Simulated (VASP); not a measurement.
F2, 2 atoms in the cell. The cell holds a molecule in a box, 2 atoms: a = 10.000 Å, b = 10.500 Å, c = 11.000 Å, α = 90.00°, β = 90.00°, γ = 90.00°. 

```yaml
Program: VASP 6.6.1
Task: single point
Functional: PBEsol
Potentials_or_basis: VASP PAW PBE potentials, release 64 (F)
Cutoff: 520 eV
k_mesh: 1 × 1 × 1
Occupations: gaussian, width 0.01 eV
Spin: no spin polarisation
Dipole_correction: no
Further_INCAR_settings: ALGO = Normal; EDIFF = 1e-06; NBANDS = 14; NELMDL = -8
```

Potentials or basis: VASP PAW PBE potentials, release 64 (F).

The run is started by

```console
$ cat potpaw_PBE.64/F/POTCAR > POTCAR
$ mpirun -np 1 vasp_gam > vasp.out
```

Hardware: 1 thread of Intel(R) Xeon(R) 6975P-C (Granite Rapids), with other jobs on the host.

Problem. Estimate the wall time of this run.

Solution. Run time: 36 s on 1 thread of Intel(R) Xeon(R) 6975P-C (Granite Rapids) (shared host), peak memory 0.83 GiB. Counts: scf iterations 22, k points 1.
